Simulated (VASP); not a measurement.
# BaErB4 (P4/mmm) in VASP: a series of runs

Runs on BaErB4. Level: PBE. Tasks: single point, relaxation of cell and atoms.

All numbers are computed with VASP 6.6.1; they aren't measurements. Logs are shortened: lines on timing, memory, paths and dates and some standing lists are left out, and cuts for length are marked.

### 1 The cell of the first run

Symmetry: P4/mmm, No. 123, tetragonal system. Conventional cell: a = 4.281 Å, b = 4.281 Å, c = 4.956 Å, α = 90.00°, β = 90.00°, γ = 90.00°. Within 2.9 Å of Ba (site symmetry 4/mmm) lie 4 B at 2.16 Å. Er (site symmetry 4/mmm) has 8 B at 2.63 Å within 3.5 Å. B (site symmetry m2m) has 3 B at 1.23 to 1.74 Å within 1.8 Å.

The cell was generated, and may not be a known phase.

### 2 Single point, PBE

Input file INCAR:

```
  ALGO = Normal
  EDIFF = 1E-6
  ENCUT = 500
  GGA = PE
  GGA_COMPAT = False
  ISIF = 2
  ISMEAR = 0
  LASPH = True
  LCHARG = False
  LMAXMIX = 6
  LREAL = False
  LWAVE = False
  NBANDS = 24
  NELM = 200
  PREC = Accurate
  SIGMA = 0.1
```

Input file KPOINTS:

```
k-points
0
Gamma
  4 4 4
```

Input file POSCAR:

```
BaErB4
1.0
    4.2810032500      0.0000000000      0.0000000000
    0.0000000000      4.2810032500      0.0000000000
    0.0000000000      0.0000000000      4.9563259800
Ba Er B
1 1 4
Direct
    0.5000000000      0.5000000000      0.5000000000
    0.0000000000      0.0000000000      0.0000000000
    0.1438392000      0.1438392000      0.5000000000
    0.8561608000      0.8561608000      0.5000000000
    0.1438392000      0.8561608000      0.5000000000
    0.8561608000      0.1438392000      0.5000000000
```

Potentials or basis: VASP PAW PBE potentials, release 64 (Ba_sv, Er_3, B), 4f in core.

The run is started by

```bash
$ cat potpaw_PBE.64/Ba_sv/POTCAR potpaw_PBE.64/Er_3/POTCAR potpaw_PBE.64/B/POTCAR > POTCAR
$ mpirun -np 1 vasp_std > vasp.out
```

OUTCAR:

```text
EDIFF = 1E-6
   ENCUT = 500
   GGA = PE
   ISIF = 2
   ISMEAR = 0
   LASPH = True
   LREAL = False
   NELM = 200
   PREC = Accurate

 ion  position               nearest neighbor table
   1  0.500  0.500  0.500-   3 2.16   4 2.16   5 2.16   6 2.16   3 3.15   5 3.15   3 3.15   6 3.15
                             4 3.15   5 3.15   4 3.15   6 3.15   2 3.91   2 3.91   2 3.91   2 3.91
   2  0.000  0.000  0.000-   3 2.63   4 2.63   5 2.63   6 2.63   3 2.63   4 2.63   5 2.63   6 2.63
                             1 3.91   1 3.91   1 3.91   1 3.91   1 3.91   1 3.91   1 3.91   1 3.91
   3  0.144  0.144  0.500-   5 1.23   6 1.23   4 1.74   1 2.16   2 2.63   2 2.63   1 3.15   1 3.15

   4  0.856  0.856  0.500-   5 1.23   6 1.23   3 1.74   1 2.16   2 2.63   2 2.63   1 3.15   1 3.15

   5  0.144  0.856  0.500-   3 1.23   4 1.23   6 1.74   1 2.16   2 2.63   2 2.63   1 3.15   1 3.15

   6  0.856  0.144  0.500-   3 1.23   4 1.23   5 1.74   1 2.16   2 2.63   2 2.63   1 3.15   1 3.15

  LATTYP: Found a simple tetragonal cell.
 ALAT       =     4.2810032500
 C/A-ratio  =     1.1577487076

  Lattice vectors:

 A1 = (   4.2810032500,   0.0000000000,   0.0000000000)
 A2 = (   0.0000000000,   4.2810032500,   0.0000000000)
 A3 = (   0.0000000000,   0.0000000000,   4.9563259800)

Analysis of symmetry for initial positions (statically):
=====================================================================
 Subroutine PRICEL returns:
 Original cell was already a primitive cell.

 Routine SETGRP: Setting up the symmetry group for a
 simple tetragonal supercell.

 Subroutine GETGRP returns: Found 16 space group operations
 (whereof 16 operations were pure point group operations)
 out of a pool of 16 trial point group operations.

The static configuration has the point symmetry D_4h.

Analysis of symmetry for dynamics (positions and initial velocities):
=====================================================================
 Subroutine PRICEL returns:
 Original cell was already a primitive cell.

 Routine SETGRP: Setting up the symmetry group for a
 simple tetragonal supercell.

 Subroutine GETGRP returns: Found 16 space group operations
 (whereof 16 operations were pure point group operations)
 out of a pool of 16 trial point group operations.

The dynamic configuration has the point symmetry D_4h.

 Subroutine INISYM returns: Found 16 space group operations
 (whereof 16 operations are pure point group operations),
 and found     1 'primitive' translations

----------------------------------------------------------------------------------------

                                     Primitive cell

  volume of cell :      90.8345

  direct lattice vectors                    reciprocal lattice vectors
     4.281003250  0.000000000  0.000000000     0.233590105  0.000000000  0.000000000
     0.000000000  4.281003250  0.000000000     0.000000000  0.233590105  0.000000000
     0.000000000  0.000000000  4.956325980     0.000000000  0.000000000  0.201762355

  length of vectors
     4.281003250  4.281003250  4.956325980     0.233590105  0.233590105  0.201762355

  position of ions in fractional coordinates (direct lattice)
     0.500000000  0.500000000  0.500000000
     0.000000000  0.000000000  0.000000000
     0.143839200  0.143839200  0.500000000
     0.856160800  0.856160800  0.500000000
     0.143839200  0.856160800  0.500000000
     0.856160800  0.143839200  0.500000000

  ion indices of the primitive-cell ions
   primitive index   ion index
                 1           1
                 2           2
                 3           3
                 4           4
                 5           5
                 6           6

----------------------------------------------------------------------------------------

 KPOINTS: k-points

Automatic generation of k-mesh.
 Grid dimensions read from file:
 generate k-points for:    4    4    4

 Generating k-lattice:

  Cartesian coordinates                     Fractional coordinates (reciprocal lattice)
     0.058397526  0.000000000  0.000000000     0.250000000  0.000000000  0.000000000
     0.000000000  0.058397526  0.000000000     0.000000000  0.250000000  0.000000000
     0.000000000  0.000000000  0.050440589     0.000000000  0.000000000  0.250000000

  Length of vectors
     0.058397526  0.058397526  0.050440589

  Shift w.r.t. Gamma in fractional coordinates (k-lattice)
     0.000000000  0.000000000  0.000000000

 Subroutine IBZKPT returns following result:
 ===========================================

 Found     18 irreducible k-points:

 Following reciprocal coordinates:
            Coordinates               Weight
  0.000000  0.000000  0.000000      1.000000
  0.250000  0.000000  0.000000      4.000000
  0.500000  0.000000  0.000000      2.000000
  0.250000  0.250000  0.000000      4.000000
  0.500000  0.250000  0.000000      4.000000
  0.500000  0.500000  0.000000      1.000000
[... 10 lines left out ...]
  0.500000  0.250000  0.500000      4.000000
  0.500000  0.500000  0.500000      1.000000
   k-points           NKPTS =     18   k-points in BZ     NKDIM =     18   number of bands    NBANDS=     24
   number of dos      NEDOS =    301   number of ions     NIONS =      6
   total plane-waves  NPLWV =  36864
   dimension x,y,z NGX =    32 NGY =   32 NGZ =   36
   dimension x,y,z NGXF=    64 NGYF=   64 NGZF=   72
   ions per type =               1   1   4
   NGX,Y,Z   is equivalent  to a cutoff of  12.43, 12.43, 12.08 a.u.
   NGXF,Y,Z  is equivalent  to a cutoff of  24.85, 24.85, 24.15 a.u.
 SYSTEM =  unknown system
   PREC   = accura    normal or accurate (medium, high low for compatibility)
   ISTART =      0    job   : 0-new  1-cont  2-samecut
   ICHARG =      2    charge: 1-file 2-atom 10-const
   ISPIN  =      1    spin polarized calculation?
   LNONCOLLINEAR =      F non collinear calculations
   LSORBIT =      F    spin-orbit coupling
   LASPH  =      T    aspherical Exc in radial PAW
   ENCUT  =  500.0 eV  36.75 Ry    6.06 a.u.   7.81  7.81  9.04*2*pi/ulx,y,z
   NELM   =    200;   NELMIN=  2; NELMDL= -5     # of ELM steps
   EDIFF  = 0.1E-05   stopping-criterion for ELM
   LREAL  =      F    real-space projection
[... 7 lines left out ...]
   TEBEG  =    0.0;   TEEND  =   0.0 temperature during run
   PSTRESS=    0.0 pullay stress
   NELECT =      31.0000    total number of electrons
   NUPDOWN=      -1.0000    fix difference up-down
   EMIN   =  10.00;   EMAX   =-10.00  energy-range for DOS
   EFERMI =   0.00;   METHOD = LEGACY
   ISMEAR =     0;   SIGMA  =   0.10  broadening in eV -4-tet -1-fermi 0-gaus
   EFERMI_NEDOS =   21; number of points for ismear=-14 and -15
   IALGO  =     38    algorithm
   IMIX   =      4    mixing-type and parameters
     AMIX     =   0.40;   BMIX     =  1.00
     AMIX_MAG =   1.60;   BMIX_MAG =  1.00
  volume/ion in A,a.u.               =      15.14       102.16
  Fermi-wavevector in a.u.,A,eV,Ry     =   1.144050  2.161941 17.807996  1.308851
  Thomas-Fermi vector in A             =   2.280743
   LORBIT       =      0    0 simple, 1 ext, 2 COOP (PROOUT), +10 PAW based schemes
   GGA     = PE    functional components
   LHFCALC =     F    Hartree Fock is set to
   AEXX    =    0.0000 exact exchange contribution
   IVDW    =     0    specifies the selected vdW correction
   LEPSILON=     F    determine dielectric tensor
   LRPA    =     F    only Hartree local field effects (RPA)
 non-spin polarized calculation
 Gauss-broadening in eV      SIGMA  =   0.10
  energy-cutoff  :      500.00
  volume of cell :       90.83
 maximum number of plane-waves:      2336
 NGX is ok and might be reduce to    32
   NGX = 15   NGY = 15   NGZ = 19

 number of electron      30.9999999 magnetization

 Free energy of the ion-electron system (eV)
  ---------------------------------------------------
  ext. energy  EPLUGINS =         0.00000000
  ---------------------------------------------------
  free energy    TOTEN  =       -13.36779409 eV

  energy without entropy =      -13.35838014  energy(sigma->0) =      -13.36308712

 E-fermi :   3.8284     XC(G=0): -10.0943

 val. band max:        3.7889337783   @ k =   0.2500   0.0000   0.2500
 cond. band min:       3.9728214149   @ k =   0.5000   0.5000   0.2500
 fundamental gap:      0.1838876366
 Fermi energy:         3.8284101859

 k-point     1 :       0.0000    0.0000    0.0000
  band No.  band energies     occupation
      1     -23.7801      2.00000
      2     -20.8716      2.00000
      3     -20.8716      2.00000
      4     -20.7912      2.00000
      5     -11.5604      2.00000
      6     -10.1241      2.00000
[... 16 lines left out ...]
     23      10.5498      0.00000
     24      10.5504      0.00000

 k-point     2 :       0.2500    0.0000    0.0000
  band No.  band energies     occupation
      1     -23.7581      2.00000
      2     -20.8878      2.00000
      3     -20.8698      2.00000
      4     -20.7885      2.00000
      5     -11.8169      2.00000
      6     -10.1145      2.00000
[... 16 lines left out ...]
     23       8.4278      0.00000
     24       9.6766      0.00000

 k-point     3 :       0.5000    0.0000    0.0000
  band No.  band energies     occupation
      1     -23.7360      2.00000
      2     -20.9038      2.00000
      3     -20.8680      2.00000
      4     -20.7857      2.00000
      5     -12.0622      2.00000
      6     -10.0862      2.00000
[... 16 lines left out ...]
     23       8.1745      0.00000
     24       8.6340      0.00000
[... 352 lines left out ...]
 k-point    17 :       0.5000    0.2500    0.5000
  band No.  band energies     occupation
      1     -23.7061      2.00000
      2     -20.9072      2.00000
      3     -20.8860      2.00000
      4     -20.8364      2.00000
      5     -11.4739      2.00000
      6     -10.4339      2.00000
[... 16 lines left out ...]
     23       8.7589      0.00000
     24       8.7726      0.00000

 k-point    18 :       0.5000    0.5000    0.5000
  band No.  band energies     occupation
      1     -23.6827      2.00000
      2     -20.9049      2.00000
      3     -20.9049      2.00000
      4     -20.8326      2.00000
      5     -11.0300      2.00000
      6     -10.8291      2.00000
[... 16 lines left out ...]
     23       9.0827      0.00000
     24       9.6123      0.00000

------------------------ aborting loop because EDIFF is reached ----------------------------------------

  FORCE on cell =-STRESS in cart. coord.  units (eV):
  Direction    XX          YY          ZZ          XY          YZ          ZX
  --------------------------------------------------------------------------------------
  -------------------------------------------------------------------------------------
  Total       62.3981000     62.3981000     -1.4686986      0.0000000      0.0000000     -0.0000000
  in kB     1100.6037061   1100.6037061    -25.9055187      0.0000000      0.0000000     -0.0000000
  external PRESSURE =     725.1006311 kB  Pullay stress =       0.0000000 kB

 VOLUME and BASIS-vectors are now :
 -----------------------------------------------------------------------------
  energy-cutoff  :      500.00
  volume of cell :       90.83
      direct lattice vectors                 reciprocal lattice vectors
     4.281003250  0.000000000  0.000000000     0.233590105  0.000000000  0.000000000
     0.000000000  4.281003250  0.000000000     0.000000000  0.233590105  0.000000000
     0.000000000  0.000000000  4.956325980     0.000000000  0.000000000  0.201762355

 POSITION                                       TOTAL-FORCE (eV/Angst)
 -----------------------------------------------------------------------------------
      2.14050      2.14050      2.47816         0.000000     -0.000000      0.000000
      0.00000      0.00000      0.00000         0.000000     -0.000000      0.000000
      0.61578      0.61578      2.47816        16.013425     16.013425      0.000000
      3.66523      3.66523      2.47816       -16.013425    -16.013425      0.000000
      0.61578      3.66523      2.47816        16.013425    -16.013425      0.000000
      3.66523      0.61578      2.47816       -16.013425     16.013425     -0.000000
 -----------------------------------------------------------------------------------
    total drift:                               -0.000000      0.000000      0.000000

  FREE ENERGIE OF THE ION-ELECTRON SYSTEM (eV)
  ---------------------------------------------------
  free  energy   TOTEN  =       -13.3677940903 eV

  energy  without entropy=      -13.3583801445  energy(sigma->0) =      -13.36308712
```

It took 21 s on 1 thread of Intel Xeon 6975P-C (Granite Rapids), shared host; peak memory 0.2 GiB.

Results:

```yaml
Free_energy: -13.3678 eV
Pressure: 72.5 GPa
Largest_force: 22.646 eV/Å
Band_gap_on_the_k_mesh: zero (an odd number of electrons rules out a gap without spin polarisation)
```

Forces on the atoms (eV/Å):
```
Ba    0.000   0.000   0.000
Er    0.000   0.000   0.000
B    16.013  16.013   0.000
B   -16.013 -16.013   0.000
B    16.013 -16.013   0.000
B   -16.013  16.013   0.000
```

Caveat: the k points lie up to 0.37 Å⁻¹ apart, too coarse for converged energies and pressures of a metal; spin-orbit coupling is left out, which moves the levels of the heavy elements; the 4f electrons are frozen in the core, so they carry no moment and show no levels; forces of over 1 eV/Å act on the atoms, so gaps and moduli don't describe the material at rest.

### 3 Single point, PBE

This run uses another cell than the first one, of 25.59 Å³/atom.

Input file INCAR:

```
  PREC = Accurate
  ENCUT = 500
  EDIFF = 1E-6
  ISMEAR = 0
  SIGMA = 0.1
  LREAL = False
  LASPH = True
  NELM = 200
  ALGO = Normal
  ISIF = 2
  LWAVE = False
  LCHARG = False
  GGA = PE
  NBANDS = 24
  GGA_COMPAT = False
  LMAXMIX = 6
```

Input file KPOINTS:

```
Automatic mesh
0
Gamma
  4 4 4
```

Input file POSCAR:

```
BaErB4
1.0
    5.7827553204      0.0000000000      0.0000000000
    0.0000000000      5.7827553204      0.0000000000
    0.0000000000      0.0000000000      4.5916458503
Ba Er B
1 1 4
Direct
    0.5000000000      0.5000000000      0.5000000000
    0.0000000000      0.0000000000      0.0000000000
    0.1441812005      0.1441812005      0.5000000000
    0.8558187995      0.8558187995      0.5000000000
    0.1441812005      0.8558187995      0.5000000000
    0.8558187995      0.1441812005      0.5000000000
```

Potentials or basis: VASP PAW PBE potentials, release 64 (Ba_sv, Er_3, B), 4f in core.

The run is started by

```bash
$ cat potpaw_PBE.64/Ba_sv/POTCAR potpaw_PBE.64/Er_3/POTCAR potpaw_PBE.64/B/POTCAR > POTCAR
$ mpirun -np 1 vasp_std > vasp.out
```

Wall time 40 s (1 thread of Intel Xeon 6975P-C (Granite Rapids), shared host); peak memory 0.27 GiB.

It converged, with:

* Free energy: -28.7019 eV
* Pressure: 0.4 GPa
* Largest force: 0.016 eV/Å
* Band gap on the k mesh: zero (an odd number of electrons rules out a gap without spin polarisation)

Forces in eV/Å, atoms in the order of the input:
```
Ba   0.000  0.000  0.000
Er   0.000  0.000  0.000
B    0.011  0.011  0.000
B   -0.011 -0.011  0.000
B    0.011 -0.011  0.000
B   -0.011  0.011  0.000
```

Stress tensor (GPa, compression positive):
```
0.51 0.00 0.00
0.00 0.51 0.00
0.00 0.00 0.28
```

Levels at points of the mesh, in eV from the Fermi level:
| k point | band 14 | band 15 | band 16 | band 17 | band 18 | band 19 |
| --- | --- | --- | --- | --- | --- | --- |
| (0.00, 0.00, 0.00) | -1.62 | -0.61 | -0.61 | 0.47 | 1.94 | 1.94 |
| (0.50, 0.00, 0.00) | -0.68 | -0.64 | -0.50 | 0.08 | 0.61 | 1.12 |
| (0.50, 0.50, 0.00) | -1.49 | -0.77 | -0.77 | 0.89 | 1.85 | 1.85 |
| (0.00, 0.00, 0.50) | -1.40 | 0.36 | 0.36 | 0.82 | 1.74 | 2.05 |
| (0.50, 0.00, 0.50) | 0.06 | 0.11 | 0.64 | 0.67 | 0.69 | 0.71 |
| (0.50, 0.50, 0.50) | -1.40 | -0.35 | -0.35 | 0.98 | 2.33 | 2.37 |

Caveat: spin-orbit coupling is left out, which moves the levels of the heavy elements; the 4f electrons are frozen in the core, so they carry no moment and show no levels. Spin polarisation is off, so any magnetic state and its effect on volume and gap are missing.

### 4 Relaxation of cell and atoms, PBE

Input file INCAR:

```
SYSTEM = BaErB4
PREC = Accurate
ENCUT = 500
EDIFF = 1E-7
ISMEAR = 0
SIGMA = 0.1
LREAL = .FALSE.
LASPH = .TRUE.
NELM = 200
ALGO = Normal
ISIF = 3
LWAVE = .FALSE.
LCHARG = .FALSE.
GGA = PE
IBRION = 2
NSW = 90
EDIFFG = -0.04
GGA_COMPAT = .FALSE.
NELMIN = 4
LMAXMIX = 6
```

Input file KPOINTS:

```
regular mesh
0
G
  4 4 4
  0 0 0
```

Input file POSCAR:

```
BaErB4
1.0
    4.2810032500      0.0000000000      0.0000000000
    0.0000000000      4.2810032500      0.0000000000
    0.0000000000      0.0000000000      4.9563259800
Ba Er B
1 1 4
Direct
    0.5000000000      0.5000000000      0.5000000000
    0.0000000000      0.0000000000      0.0000000000
    0.1438392000      0.1438392000      0.5000000000
    0.8561608000      0.8561608000      0.5000000000
    0.1438392000      0.8561608000      0.5000000000
    0.8561608000      0.1438392000      0.5000000000
```

The run is started by

```bash
$ cat potpaw_PBE.64/Ba_sv/POTCAR potpaw_PBE.64/Er_3/POTCAR potpaw_PBE.64/B/POTCAR > POTCAR
$ mpirun -np 1 vasp_std > vasp.out
```

Wall time 5.1 min (1 thread of Intel Xeon 6975P-C (Granite Rapids), shared host); peak memory 0.22 GiB.

Results (log left out):

- Free energy: -28.6437 eV
- Relaxed volume: 25.69 Å³/atom
- Relaxed cell: a = 5.789 Å, b = 5.789 Å, c = 4.599 Å, α = 90.00°, β = 90.00°, γ = 90.00°
- Space group after relaxing (to 0.1 Å): P4/mmm (No. 123)
- Pressure after relaxing: 0.0 GPa
- Band gap on the k mesh: zero (an odd number of electrons rules out a gap without spin polarisation)

Forces in eV/Å, atoms in the order of the input:
```
Ba   0.000  0.000  0.000
Er   0.000  0.000  0.000
B   -0.002 -0.002  0.000
B    0.002  0.002  0.000
B   -0.002  0.002  0.000
B    0.002 -0.002  0.000
```

Final structure:
```xyz
6
Lattice="5.7890 0.0000 0.0000 0.0000 5.7890 0.0000 0.0000 0.0000 4.5994" Properties=species:S:1:pos:R:3 pbc="T T T"
Ba    2.8945    2.8945    2.2997
Er    0.0000    0.0000    0.0000
B     0.8336    0.8336    2.2997
B     4.9554    4.9554    2.2997
B     0.8336    4.9554    2.2997
B     4.9554    0.8336    2.2997
```

Levels at points of the mesh, in eV from the Fermi level:
| k point | band 12 | band 13 | band 14 | band 15 | band 16 | band 17 | band 18 | band 19 |
| --- | --- | --- | --- | --- | --- | --- | --- | --- |
| (0.00, 0.00, 0.00) | -2.74 | -1.80 | -1.63 | -0.61 | -0.61 | 0.47 | 1.95 | 1.95 |
| (0.50, 0.00, 0.00) | -1.79 | -1.66 | -0.68 | -0.64 | -0.50 | 0.08 | 0.62 | 1.12 |
| (0.50, 0.50, 0.00) | -2.03 | -1.81 | -1.51 | -0.77 | -0.77 | 0.88 | 1.85 | 1.85 |
| (0.00, 0.00, 0.50) | -2.68 | -2.41 | -1.39 | 0.36 | 0.36 | 0.81 | 1.74 | 2.04 |
| (0.50, 0.00, 0.50) | -2.00 | -1.24 | 0.05 | 0.10 | 0.64 | 0.68 | 0.70 | 0.70 |
| (0.50, 0.50, 0.50) | -2.14 | -1.58 | -1.40 | -0.35 | -0.35 | 0.98 | 2.32 | 2.37 |

Caveat: the k points lie up to 0.34 Å⁻¹ apart in the final cell, too coarse for converged energies and pressures of a metal; the volume moved by over 15 % at a fixed basis, so the end points are rough; spin-orbit coupling is left out, which moves the levels of the heavy elements; the 4f electrons are frozen in the core, so they carry no moment and show no levels.

(Continued in part 2 of 2.)

The gap in the log of VASP goes by the Fermi energy; the results here count the filled bands.